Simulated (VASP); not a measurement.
# SnSe in VASP: a series of runs

The runs below take SnSe through electric field gradients, with PBE.

All numbers are computed with VASP 6.6.1; they aren't measurements. Logs are shortened: lines on timing, memory, paths and dates and some standing lists are left out, and cuts for length are marked.

**1. The cell of the first run**

The structure is tetragonal, space group I4mm (No. 107). The conventional cell has a = 4.257 Å, b = 4.257 Å, c = 6.020 Å, α = 90.00°, β = 90.00°, γ = 90.00°. Within 3.9 Å of Sn (site symmetry 4mm) lie 6 Se at 2.93 to 3.09 Å. Within 3.9 Å of Se (site symmetry 4mm) lie 6 Sn at 2.93 to 3.09 Å.

**2. Electric field gradients, PBE (atom 1 (Sn) moved by [0.0, 0.0, 0.08] A)**

INCAR reads:

```
SYSTEM = SnSe
PREC = Accurate
ENCUT = 520
EDIFF = 1E-8
ISMEAR = -1
SIGMA = 0.02
LREAL = .FALSE.
LASPH = .TRUE.
NELM = 100
ALGO = Normal
ISIF = 2
LWAVE = .FALSE.
LCHARG = .FALSE.
GGA = PE
LEFG = .TRUE.
NBANDS = 17
```

KPOINTS reads:

```
Automatic mesh
0
G
  9 9 9
  0 0 0
```

POSCAR reads:

```
SnSe
1.0
    0.0000000000      3.0100000000      3.0100000000
    3.0100000000      0.0000000000      3.0100000000
    3.0100000000      3.0100000000      0.0000000000
Sn Se
1 1
Direct
    0.0132890365      0.0132890365     -0.0132890365
    0.5000000000      0.5000000000      0.5000000000
```

Potentials or basis: VASP PAW PBE potentials, release 64 (Sn_d, Se).

Launch:

```bash
$ cat potpaw_PBE.64/Sn_d/POTCAR potpaw_PBE.64/Se/POTCAR > POTCAR
$ mpirun -np 1 vasp_std > vasp.out
```

OUTCAR:

```text
SYSTEM = SnSe
   PREC = Accurate
   ENCUT = 520
   EDIFF = 1E-8
   ISMEAR = -1
   LREAL = .FALSE.
   LASPH = .TRUE.
   NELM = 100
   ISIF = 2
   GGA = PE

 ion  position               nearest neighbor table
   1  0.013  0.013  0.987-   2 2.93   2 3.01   2 3.01   2 3.01   2 3.01   2 3.09
   2  0.500  0.500  0.500-   1 2.93   1 3.01   1 3.01   1 3.01   1 3.01   1 3.09

  LATTYP: Found a face centered cubic cell.
 ALAT       =     6.0200000000

  Lattice vectors:

 A1 = (   0.0000000000,   3.0100000000,   3.0100000000)
 A2 = (   3.0100000000,   0.0000000000,   3.0100000000)
 A3 = (   3.0100000000,   3.0100000000,   0.0000000000)

Analysis of symmetry for initial positions (statically):
=====================================================================
 Subroutine PRICEL returns:
 Original cell was already a primitive cell.

 Routine SETGRP: Setting up the symmetry group for a
 face centered cubic supercell.

 Subroutine GETGRP returns: Found  8 space group operations
 (whereof  8 operations were pure point group operations)
 out of a pool of 48 trial point group operations.

The static configuration has the point symmetry C_4v.

Analysis of symmetry for dynamics (positions and initial velocities):
=====================================================================
 Subroutine PRICEL returns:
 Original cell was already a primitive cell.

 Routine SETGRP: Setting up the symmetry group for a
 face centered cubic supercell.

 Subroutine GETGRP returns: Found  8 space group operations
 (whereof  8 operations were pure point group operations)
 out of a pool of 48 trial point group operations.

The dynamic configuration has the point symmetry C_4v.

 Subroutine INISYM returns: Found  8 space group operations
 (whereof  8 operations are pure point group operations),
 and found     1 'primitive' translations

----------------------------------------------------------------------------------------

                                     Primitive cell

  volume of cell :      54.5418

  direct lattice vectors                    reciprocal lattice vectors
     0.000000000  3.010000000  3.010000000    -0.166112957  0.166112957  0.166112957
     3.010000000  0.000000000  3.010000000     0.166112957 -0.166112957  0.166112957
     3.010000000  3.010000000  0.000000000     0.166112957  0.166112957 -0.166112957

  length of vectors
     4.256782823  4.256782823  4.256782823     0.287716081  0.287716081  0.287716081

  position of ions in fractional coordinates (direct lattice)
     0.013289036  0.013289036  0.986710964
     0.500000000  0.500000000  0.500000000

  ion indices of the primitive-cell ions
   primitive index   ion index
                 1           1
                 2           2

----------------------------------------------------------------------------------------

 KPOINTS: Automatic mesh

Automatic generation of k-mesh.
 Grid dimensions read from file:
 generate k-points for:    9    9    9

 Generating k-lattice:

  Cartesian coordinates                     Fractional coordinates (reciprocal lattice)
    -0.018456995  0.018456995  0.018456995     0.111111111  0.000000000  0.000000000
     0.018456995 -0.018456995  0.018456995     0.000000000  0.111111111  0.000000000
     0.018456995  0.018456995 -0.018456995     0.000000000  0.000000000  0.111111111

  Length of vectors
     0.031968453  0.031968453  0.031968453

  Shift w.r.t. Gamma in fractional coordinates (k-lattice)
     0.000000000  0.000000000  0.000000000

 Subroutine IBZKPT returns following result:
 ===========================================

 Found     75 irreducible k-points:

 Following reciprocal coordinates:
            Coordinates               Weight
  0.000000  0.000000  0.000000      1.000000
  0.111111  0.000000  0.000000      8.000000
  0.222222  0.000000  0.000000      8.000000
  0.333333  0.000000  0.000000      8.000000
  0.444444  0.000000  0.000000      8.000000
  0.111111  0.111111  0.000000      2.000000
[... 16 lines left out ...]
  0.000000  0.222222  0.222222      4.000000
  0.333333  0.222222  0.000000      8.000000
 [... further k-points ...]
   k-points           NKPTS =     75   k-points in BZ     NKDIM =     75   number of bands    NBANDS=     17
   number of dos      NEDOS =    301   number of ions     NIONS =      2
   total plane-waves  NPLWV =  32768
   dimension x,y,z NGX =    32 NGY =   32 NGZ =   32
   dimension x,y,z NGXF=    64 NGYF=   64 NGZF=   64
   ions per type =               1   1
   NGX,Y,Z   is equivalent  to a cutoff of  12.50, 12.50, 12.50 a.u.
   NGXF,Y,Z  is equivalent  to a cutoff of  24.99, 24.99, 24.99 a.u.
 SYSTEM =  SnSe
   PREC   = accura    normal or accurate (medium, high low for compatibility)
   ISTART =      0    job   : 0-new  1-cont  2-samecut
   ICHARG =      2    charge: 1-file 2-atom 10-const
   ISPIN  =      1    spin polarized calculation?
   LNONCOLLINEAR =      F non collinear calculations
   LSORBIT =      F    spin-orbit coupling
   LASPH  =      T    aspherical Exc in radial PAW
   ENCUT  =  520.0 eV  38.22 Ry    6.18 a.u.   7.91  7.91  7.91*2*pi/ulx,y,z
   NELM   =    100;   NELMIN=  2; NELMDL= -5     # of ELM steps
   EDIFF  = 0.1E-07   stopping-criterion for ELM
   LREAL  =      F    real-space projection
   EDIFFG = 0.1E-06   stopping-criterion for IOM
   NSW    =      0    number of steps for IOM
   IBRION =     -1    ionic relax: 0-MD 1-quasi-New 2-CG
   NFREE  =      0    steps in history (QN), initial steepest desc. (CG)
   ISIF   =      2    stress and relaxation
   ISYM   =      2    0-nonsym 1-usesym 2-fastsym
   POTIM  = 0.5000    time-step for ionic-motion
   TEBEG  =    0.0;   TEEND  =   0.0 temperature during run
   PSTRESS=    0.0 pullay stress
   NELECT =      20.0000    total number of electrons
   NUPDOWN=      -1.0000    fix difference up-down
   EMIN   =  10.00;   EMAX   =-10.00  energy-range for DOS
   EFERMI =   0.00;   METHOD = LEGACY
   ISMEAR =    -1;   SIGMA  =   0.02  broadening in eV -4-tet -1-fermi 0-gaus
   EFERMI_NEDOS =   21; number of points for ismear=-14 and -15
   IALGO  =     38    algorithm
   IMIX   =      4    mixing-type and parameters
     AMIX     =   0.40;   BMIX     =  1.00
     AMIX_MAG =   1.60;   BMIX_MAG =  1.00
  volume/ion in A,a.u.               =      27.27       184.03
  Fermi-wavevector in a.u.,A,eV,Ry     =   1.171768  2.214321 18.681350  1.373040
  Thomas-Fermi vector in A             =   2.308207
   LORBIT       =      0    0 simple, 1 ext, 2 COOP (PROOUT), +10 PAW based schemes
   GGA     = PE    functional components
   LHFCALC =     F    Hartree Fock is set to
   AEXX    =    0.0000 exact exchange contribution
   IVDW    =     0    specifies the selected vdW correction
   LEPSILON=     F    determine dielectric tensor
   LRPA    =     F    only Hartree local field effects (RPA)
 non-spin polarized calculation
  energy-cutoff  :      520.00
  volume of cell :       54.54
 maximum number of plane-waves:      1484
   NGX = 15   NGY = 15   NGZ = 15

 number of electron      20.0000004 magnetization

 Free energy of the ion-electron system (eV)
  ---------------------------------------------------
  ext. energy  EPLUGINS =         0.00000000
  ---------------------------------------------------
  free energy    TOTEN  =        -8.21379898 eV

  energy without entropy =       -8.21379898  energy(sigma->0) =       -8.21379898

 E-fermi :   5.8318     XC(G=0):  -9.5959

 val. band max:        5.5177536397   @ k =  -0.3333   0.1111   0.0000
 cond. band min:       6.1508154084   @ k =  -0.3333   0.1111   0.0000
 fundamental gap:      0.6330617687
 Fermi energy:         5.8317951663

 k-point     1 :       0.0000    0.0000    0.0000
  band No.  band energies     occupation
      1     -16.0113      2.00000
      2     -16.0098      2.00000
      3     -16.0098      2.00000
      4     -16.0090      2.00000
      5     -16.0078      2.00000
      6      -8.2822      2.00000
[... 9 lines left out ...]
     16      11.5078      0.00000
     17      13.7605      0.00000

 k-point     2 :       0.1111    0.0000    0.0000
  band No.  band energies     occupation
      1     -16.0108      2.00000
      2     -16.0101      2.00000
      3     -16.0095      2.00000
      4     -16.0081      2.00000
      5     -16.0077      2.00000
      6      -8.1956      2.00000
[... 9 lines left out ...]
     16      11.7728      0.00000
     17      14.5853      0.00000

 k-point     3 :       0.2222    0.0000    0.0000
  band No.  band energies     occupation
      1     -16.0124      2.00000
      2     -16.0120      2.00000
      3     -16.0093      2.00000
      4     -16.0046      2.00000
      5     -16.0043      2.00000
      6      -7.9561      2.00000
[... 9 lines left out ...]
     16      12.5247      0.00000
     17      16.3929      0.00000

 k-point     4 :       0.3333    0.0000    0.0000
  band No.  band energies     occupation
      1     -16.0151      2.00000
      2     -16.0145      2.00000
      3     -16.0085      2.00000
      4     -16.0004      2.00000
      5     -15.9999      2.00000
      6      -7.6367      2.00000
[... 9 lines left out ...]
     16      13.7122      0.00000
     17      17.4434      0.00000

 k-point     5 :       0.4444    0.0000    0.0000
  band No.  band energies     occupation
      1     -16.0168      2.00000
      2     -16.0163      2.00000
      3     -16.0080      2.00000
      4     -15.9976      2.00000
      5     -15.9971      2.00000
      6      -7.3882      2.00000
[... 9 lines left out ...]
     16      15.2332      0.00000
     17      16.1076      0.00000

 k-point     6 :       0.1111    0.1111    0.0000
  band No.  band energies     occupation
      1     -16.0121      2.00000
      2     -16.0101      2.00000
      3     -16.0081      2.00000
      4     -16.0078      2.00000
      5     -16.0078      2.00000
      6      -8.1665      2.00000
[... 9 lines left out ...]
     16      12.3281      0.00000
     17      13.9055      0.00000
[... 281 lines left out ...]
 k-point    21 :       0.0000   -0.1111    0.1111
  band No.  band energies     occupation
      1     -16.0110      2.00000
      2     -16.0104      2.00000
      3     -16.0101      2.00000
      4     -16.0081      2.00000
      5     -16.0046      2.00000
      6      -8.0575      2.00000
[... 9 lines left out ...]
     16      12.8057      0.00000
     17      14.3711      0.00000

 k-point    22 :       0.2222    0.2222    0.0000
  band No.  band energies     occupation
      1     -16.0172      2.00000
      2     -16.0140      2.00000
      3     -16.0059      2.00000
      4     -16.0027      2.00000
      5     -16.0027      2.00000
      6      -7.8471      2.00000
[... 9 lines left out ...]
     16      14.1698      0.00000
     17      14.3757      0.00000

 k-point    23 :       0.0000    0.2222    0.2222
  band No.  band energies     occupation
      1     -16.0181      2.00000
      2     -16.0125      2.00000
      3     -16.0050      2.00000
      4     -16.0043      2.00000
      5     -16.0027      2.00000
      6      -7.8483      2.00000
[... 9 lines left out ...]
     16      14.1611      0.00000
     17      14.4615      0.00000

 k-point    24 :       0.3333    0.2222    0.0000
  band No.  band energies     occupation
      1     -16.0213      2.00000
      2     -16.0140      2.00000
      3     -16.0066      2.00000
      4     -16.0000      2.00000
      5     -15.9986      2.00000
      6      -7.6036      2.00000
[... 9 lines left out ...]
     16      14.9672      0.00000
     17      15.7917      0.00000

 [... further k-points ...]

------------------------ aborting loop because EDIFF is reached ----------------------------------------

  FORCE on cell =-STRESS in cart. coord.  units (eV):
  Direction    XX          YY          ZZ          XY          YZ          ZX
  --------------------------------------------------------------------------------------
  -------------------------------------------------------------------------------------
  Total        0.3636096      0.3636096      0.4248593      0.0000000      0.0000000      0.0000000
  in kB       10.6811107     10.6811107     12.4803349      0.0000000      0.0000000      0.0000000
  external PRESSURE =      11.2808521 kB  Pullay stress =       0.0000000 kB

 VOLUME and BASIS-vectors are now :
 -----------------------------------------------------------------------------
  energy-cutoff  :      520.00
  volume of cell :       54.54
      direct lattice vectors                 reciprocal lattice vectors
     0.000000000  3.010000000  3.010000000    -0.166112957  0.166112957  0.166112957
     3.010000000  0.000000000  3.010000000     0.166112957 -0.166112957  0.166112957
     3.010000000  3.010000000  0.000000000     0.166112957  0.166112957 -0.166112957

 POSITION                                       TOTAL-FORCE (eV/Angst)
 -----------------------------------------------------------------------------------
      3.01000      3.01000      0.08000         0.000000      0.000000     -0.013707
      3.01000      3.01000      3.01000         0.000000      0.000000      0.013707
 -----------------------------------------------------------------------------------
    total drift:                                0.000000      0.000000      0.000132

  FREE ENERGIE OF THE ION-ELECTRON SYSTEM (eV)
  ---------------------------------------------------
  free  energy   TOTEN  =        -8.2137989832 eV

  energy  without entropy=       -8.2137989785  energy(sigma->0) =       -8.21379898

 Electric field gradients (V/A^2)
---------------------------------------------------------------------
 ion       V_xx      V_yy      V_zz      V_xy      V_xz      V_yz
---------------------------------------------------------------------
   1       2.709     2.709    -5.418     0.001     0.001     0.001
   2      -0.685    -0.685     1.371    -0.000    -0.000    -0.000
---------------------------------------------------------------------

 Electric field gradients after diagonalization (V/A^2)
 (convention: |V_zz| > |V_xx| > |V_yy|)
----------------------------------------------------------------------
 ion       V_xx      V_yy      V_zz     asymmetry (V_yy - V_xx)/ V_zz
----------------------------------------------------------------------
   1       2.710     2.708    -5.418       0.000
   2      -0.685    -0.685     1.371       0.000
----------------------------------------------------------------------

           NMR quadrupolar parameters

 Cq : quadrupolar parameter    Cq=e*Q*V_zz/h
 eta: asymmetry parameters     (V_yy - V_xx)/ V_zz
 Q  : nuclear electric quadrupole moment in mb (millibarn)
----------------------------------------------------------------------
 ion       Cq(MHz)       eta       Q (mb)
----------------------------------------------------------------------
   1      -0.013       0.000       1.000
   2       0.003       0.000       1.000
----------------------------------------------------------------------
```

It took 23 s on 1 thread of Intel Xeon 6975P-C (Granite Rapids), shared host; peak memory 0.21 GiB.

What came out:

```yaml
Free_energy: -8.2138 eV
Pressure: 1.1 GPa
Largest_force: 0.014 eV/Å
Band_gap_on_the_k_mesh: 0.63 eV, direct
```

Forces on the atoms (eV/Å):
```
Sn   0.000  0.000 -0.014
Se   0.000  0.000  0.014
```

Stress tensor (GPa, compression positive):
```
1.07 0.00 0.00
0.00 1.07 0.00
0.00 0.00 1.25
```

Electric field gradients, principal values (V/Å²):
| atom | least | middle | greatest (by size) |
| --- | --- | --- | --- |
| 1 Sn | 2.708 | 2.710 | -5.418 |
| 2 Se | -0.685 | -0.685 | 1.371 |

Caveat: the cell differs from its parent crystal (atom 1 (Sn) moved by [0.0, 0.0, 0.08] A); without QUAD_EFG the Cq values of the log hold for a quadrupole moment of 1 mb, not for the nuclei; spin-orbit coupling is left out, which moves the levels of the heavy elements. A k mesh can miss the band edges.

(Continued in part 2 of 2.)
